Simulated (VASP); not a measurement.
## H: single point with LDA

H:

```
CELL_PARAMETERS angstrom
2.78212 0.00000 0.00000
0.00000 2.78212 0.00000
0.00000 0.00000 0.93147
ATOMIC_POSITIONS crystal
H 0.00000 0.00000 0.50000
```

This cell differs from its parent crystal: strain +0.050 along x and y, -0.050 along z.

- Program: VASP 6.6.1
- Task: single point
- Functional: LDA
- Potentials or basis: VASP PAW LDA potentials, release 64 (H)
- Cutoff: 520 eV
- k mesh: 10 × 10 × 26
- Occupations: gaussian, width 0.05 eV
- Spin: no spin polarisation

```json
{
 "Pressure": "6.6 GPa"
}
```

Stress tensor (GPa, compression positive):
```
-0.79  0.00  0.00
 0.00 -0.79  0.00
 0.00  0.00 21.45
```

Levels at points of the mesh, in eV from the Fermi level:
| k point | band 1 | band 2 | band 3 |
| --- | --- | --- | --- |
| (0.00, 0.00, 0.00) | -11.58 | 7.61 | 13.46 |
| (0.50, 0.00, 0.00) | -10.43 | 1.70 | 13.83 |
| (0.50, 0.50, 0.00) | -9.51 | 5.16 | 5.16 |
| (0.00, 0.00, 0.50) | 27.79 | 35.03 | 49.16 |
| (0.50, 0.00, 0.50) | 28.46 | 36.93 | 44.92 |
| (0.50, 0.50, 0.50) | 29.00 | 38.48 | 48.32 |

It took 4.6 s on 1 thread of Intel(R) Xeon(R) 6975P-C (Granite Rapids), on a shared host, peak memory 0.11 GiB.

Caveat: the cell differs from its parent crystal (strain +0.050 along x and y, -0.050 along z).
